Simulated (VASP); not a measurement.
# Na (P6_3/mmc) in VASP: further runs

The runs below take Na through single point, with PBE.

All numbers are computed with VASP 6.6.1; they aren't measurements. Logs are shortened: lines on timing, memory, paths and dates and some standing lists are left out, and cuts for length are marked.

## (1) The cell of the first run

It takes space group P6_3/mmc (No. 194, hexagonal). Conventional cell: a = 3.794 Å, b = 3.794 Å, c = 6.195 Å, α = 90.00°, β = 90.00°, γ = 120.00°. Na (site symmetry -6m2) has 12 Na at 3.79 Å within 5.0 Å.

## (2) Single point, PBE (volume scaled by 1.04)

INCAR

```
SYSTEM = Na
PREC = Accurate
ENCUT = 500
EDIFF = 1E-6
ISMEAR = -1
SIGMA = 0.1
LREAL = .False.
LASPH = .True.
NELM = 120
ALGO = Normal
ISIF = 2
LWAVE = .False.
LCHARG = .False.
GGA = PE
NBANDS = 14
GGA_COMPAT = .False.
```

KPOINTS

```
Automatic mesh
0
Gamma
  11 11 6
  0 0 0
```

POSCAR

```
Na
1.0
    3.7938572712      0.0000000000      0.0000000000
   -1.8969286356      3.2855767752      0.0000000000
    0.0000000000      0.0000000000      6.1949454528
Na
2
Direct
    0.3333333333      0.6666666667      0.2500000000
    0.6666666667      0.3333333333      0.7500000000
```

Potentials or basis: VASP PAW PBE potentials, release 64 (Na_pv).

The run is started by

```
$ cat potpaw_PBE.64/Na_pv/POTCAR > POTCAR
$ mpirun -np 1 vasp_std > vasp.out
```

OUTCAR:

```text
SYSTEM = Na
   PREC = Accurate
   ENCUT = 500
   EDIFF = 1E-6
   ISMEAR = -1
   LREAL = .False.
   LASPH = .True.
   NELM = 120
   ISIF = 2
   GGA = PE

 ion  position               nearest neighbor table
   1  0.333  0.667  0.250-
   2  0.667  0.333  0.750-

  LATTYP: Found a hexagonal cell.
 ALAT       =     3.7938572712
 C/A-ratio  =     1.6328883798

  Lattice vectors:

 A1 = (   3.7938572712,   0.0000000000,   0.0000000000)
 A2 = (  -1.8969286356,   3.2855767752,   0.0000000000)
 A3 = (   0.0000000000,   0.0000000000,   6.1949454528)

Analysis of symmetry for initial positions (statically):
=====================================================================
 Subroutine PRICEL returns:
 Original cell was already a primitive cell.

 Routine SETGRP: Setting up the symmetry group for a
 hexagonal supercell.

 Subroutine GETGRP returns: Found 24 space group operations
 (whereof 12 operations were pure point group operations)
 out of a pool of 24 trial point group operations.

The static configuration has the point symmetry D_3d.
 The point group associated with its full space group is D_6h.

Analysis of symmetry for dynamics (positions and initial velocities):
=====================================================================
 Subroutine PRICEL returns:
 Original cell was already a primitive cell.

 Routine SETGRP: Setting up the symmetry group for a
 hexagonal supercell.

 Subroutine GETGRP returns: Found 24 space group operations
 (whereof 12 operations were pure point group operations)
 out of a pool of 24 trial point group operations.

The dynamic configuration has the point symmetry D_3d.
 The point group associated with its full space group is D_6h.

 Subroutine INISYM returns: Found 24 space group operations
 (whereof 12 operations are pure point group operations),
 and found     1 'primitive' translations

----------------------------------------------------------------------------------------

                                     Primitive cell

  volume of cell :      77.2201

  direct lattice vectors                    reciprocal lattice vectors
     3.793857271  0.000000000  0.000000000     0.263583980  0.152180282  0.000000000
    -1.896928636  3.285576775  0.000000000     0.000000000  0.304360564  0.000000000
     0.000000000  0.000000000  6.194945453     0.000000000  0.000000000  0.161421922
[... 91 lines left out ...]
   ISYM   =      2    0-nonsym 1-usesym 2-fastsym
   POTIM  = 0.5000    time-step for ionic-motion
   TEBEG  =    0.0;   TEEND  =   0.0 temperature during run
   PSTRESS=    0.0 pullay stress
   NELECT =      14.0000    total number of electrons
   NUPDOWN=      -1.0000    fix difference up-down
   EMIN   =  10.00;   EMAX   =-10.00  energy-range for DOS
   EFERMI =   0.00;   METHOD = LEGACY
   ISMEAR =    -1;   SIGMA  =   0.10  broadening in eV -4-tet -1-fermi 0-gaus
   EFERMI_NEDOS =   21; number of points for ismear=-14 and -15
   IALGO  =     38    algorithm
   IMIX   =      4    mixing-type and parameters
     AMIX     =   0.40;   BMIX     =  1.00
     AMIX_MAG =   1.60;   BMIX_MAG =  1.00
  volume/ion in A,a.u.               =      38.61       260.55
  Fermi-wavevector in a.u.,A,eV,Ry     =   0.926561  1.750947 11.680817  0.858516
  Thomas-Fermi vector in A             =   2.052537
   LORBIT       =      0    0 simple, 1 ext, 2 COOP (PROOUT), +10 PAW based schemes
   GGA     = PE    functional components
   LHFCALC =     F    Hartree Fock is set to
   AEXX    =    0.0000 exact exchange contribution
   IVDW    =     0    specifies the selected vdW correction
   LEPSILON=     F    determine dielectric tensor
   LRPA    =     F    only Hartree local field effects (RPA)
 non-spin polarized calculation
  energy-cutoff  :      500.00
  volume of cell :       77.22
 maximum number of plane-waves:      1978
 NGX is ok and might be reduce to    28
   NGX = 13   NGY = 13   NGZ = 23

 number of electron      14.0000018 magnetization

 Free energy of the ion-electron system (eV)
  ---------------------------------------------------
  ext. energy  EPLUGINS =         0.00000000
  ---------------------------------------------------
  free energy    TOTEN  =        -2.63358465 eV

  energy without entropy =       -2.59770851  energy(sigma->0) =       -2.61564658

 E-fermi :   0.2276     XC(G=0):  -6.3969

 val. band max:        0.2103236611   @ k =   0.1818   0.0000   0.1667
 cond. band min:       0.2462018168   @ k =   0.2727   0.2727   0.1667
 fundamental gap:      0.0358781557
 Fermi energy:         0.2276393329

 k-point     1 :       0.0000    0.0000    0.0000
  band No.  band energies     occupation
      1     -24.7449      2.00000
      2     -24.7195      2.00000
      3     -24.7195      2.00000
      4     -24.7152      2.00000
      5     -24.7152      2.00000
      6     -24.7148      2.00000
      7      -2.9805      2.00000
      8       0.7662      0.00912
      9       1.1330      0.00023
     10       9.9681      0.00000
     11       9.9681      0.00000
     12      10.2818      0.00000
     13      10.2818      0.00000
     14      10.4640      0.00000
[... 377 lines left out ...]
      1     -24.7391      2.00000
      2     -24.7286      2.00000
      3     -24.7274      2.00000
      4     -24.7224      2.00000
      5     -24.7182      2.00000
      6     -24.7174      2.00000
      7      -2.0431      2.00000
      8       0.5447      0.08054
      9       3.0689      0.00000
     10       5.4003      0.00000
     11       6.5696      0.00000
     12       7.8619      0.00000
     13       8.9386      0.00000
     14       9.8907      0.00000

 [... further k-points ...]

------------------------ aborting loop because EDIFF is reached ----------------------------------------

  FORCE on cell =-STRESS in cart. coord.  units (eV):
  Direction    XX          YY          ZZ          XY          YZ          ZX
  --------------------------------------------------------------------------------------
  -------------------------------------------------------------------------------------
  Total       -0.1556086     -0.1556086     -0.0890385     -0.0000000     -0.0000000      0.0000000
  in kB       -3.2285988     -3.2285988     -1.8473881     -0.0000000     -0.0000000      0.0000000
  external PRESSURE =      -2.7681952 kB  Pullay stress =       0.0000000 kB

 VOLUME and BASIS-vectors are now :
 -----------------------------------------------------------------------------
  energy-cutoff  :      500.00
  volume of cell :       77.22
      direct lattice vectors                 reciprocal lattice vectors
     3.793857271  0.000000000  0.000000000     0.263583980  0.152180282  0.000000000
    -1.896928636  3.285576775  0.000000000     0.000000000  0.304360564  0.000000000
     0.000000000  0.000000000  6.194945453     0.000000000  0.000000000  0.161421922

 POSITION                                       TOTAL-FORCE (eV/Angst)
 -----------------------------------------------------------------------------------
     -0.00000      2.19038      1.54874        -0.000000      0.000000     -0.000000
      1.89693      1.09519      4.64621         0.000000     -0.000000      0.000000
 -----------------------------------------------------------------------------------
    total drift:                               -0.000000      0.000000      0.000000

  FREE ENERGIE OF THE ION-ELECTRON SYSTEM (eV)
  ---------------------------------------------------
  free  energy   TOTEN  =        -2.6335846544 eV

  energy  without entropy=       -2.5977085104  energy(sigma->0) =       -2.61564658
```

OSZICAR:

```text
N       E                     dE             d eps       ncg     rms          rms(c)
DAV:   1     0.992656458228E+02    0.99266E+02   -0.74907E+03  1792   0.918E+02
DAV:   2     0.129553267581E+01   -0.97970E+02   -0.96918E+02  1894   0.271E+02
DAV:   3    -0.257886933895E+01   -0.38744E+01   -0.38708E+01  2278   0.615E+01
DAV:   4    -0.263345858834E+01   -0.54589E-01   -0.54587E-01  2014   0.786E+00
DAV:   5    -0.263470192059E+01   -0.12433E-02   -0.12433E-02  2320   0.122E+00    0.283E-01
DAV:   6    -0.263406315192E+01    0.63877E-03   -0.10304E-03  2144   0.395E-01    0.191E-01
DAV:   7    -0.263360317234E+01    0.45998E-03   -0.18056E-03  2412   0.455E-01    0.224E-02
DAV:   8    -0.263358459266E+01    0.18580E-04   -0.12812E-04  2332   0.193E-01    0.413E-03
DAV:   9    -0.263358465439E+01   -0.61729E-07   -0.20768E-06  1562   0.229E-02
   1 F= -.26335847E+01 E0= -.26156466E+01  d E =-.358761E-01
```

Wall time 32 s (1 thread of Intel Xeon 6975P-C, shared host); peak memory 0.2 GiB.

Results:

```
Free energy            : -2.6336 eV
Pressure               : -0.3 GPa
Band gap on the k mesh : zero (band 7 reaches 1.96 eV, above the bottom of band 8 at -1.98 eV)
```

## (3) Single point, PBE (volume scaled by 1.08)

INCAR

```
SYSTEM = Na
  ALGO = Normal
  EDIFF = 1E-6
  ENCUT = 500
  GGA = PE
  GGA_COMPAT = .False.
  ISIF = 2
  ISMEAR = -1
  LASPH = .True.
  LCHARG = .False.
  LREAL = .False.
  LWAVE = .False.
  NBANDS = 14
  NELM = 120
  PREC = Accurate
  SIGMA = 0.1
```

KPOINTS

```
k-points
0
Gamma
  11 11 6
  0 0 0
```

POSCAR

```
Na
1.0
    3.8418858796      0.0000000000      0.0000000000
   -1.9209429398      3.3271707702      0.0000000000
    0.0000000000      0.0000000000      6.2733708094
Na
2
Direct
    0.3333333333      0.6666666667      0.2500000000
    0.6666666667      0.3333333333      0.7500000000
```

Potentials or basis: VASP PAW PBE potentials, release 64 (Na_pv).

The run is started by

```
$ cat potpaw_PBE.64/Na_pv/POTCAR > POTCAR
$ mpirun -np 1 vasp_std > vasp.out
```

Wall time 29 s (1 thread of Intel Xeon 6975P-C, shared host); peak memory 0.2 GiB.

Results (log left out):

- Free energy: -2.6264 eV
- Pressure: -0.5 GPa
- Band gap on the k mesh: zero (band 7 reaches 1.83 eV, above the bottom of band 8 at -2.03 eV)

Stress tensor (GPa, compression positive):
```
-0.54  0.00  0.00
 0.00 -0.54  0.00
 0.00  0.00 -0.42
```

Levels at points of the mesh, in eV from the Fermi level:
| k point | band 4 | band 5 | band 6 | band 7 | band 8 | band 9 | band 10 | band 11 |
| --- | --- | --- | --- | --- | --- | --- | --- | --- |
| (0.00, 0.00, 0.00) | -24.97 | -24.97 | -24.97 | -3.13 | 0.54 | 0.87 | 9.54 | 9.54 |
| (0.00, 0.00, 0.50) | -24.98 | -24.98 | -24.98 | -2.15 | -2.15 | 5.25 | 5.25 | 10.11 |
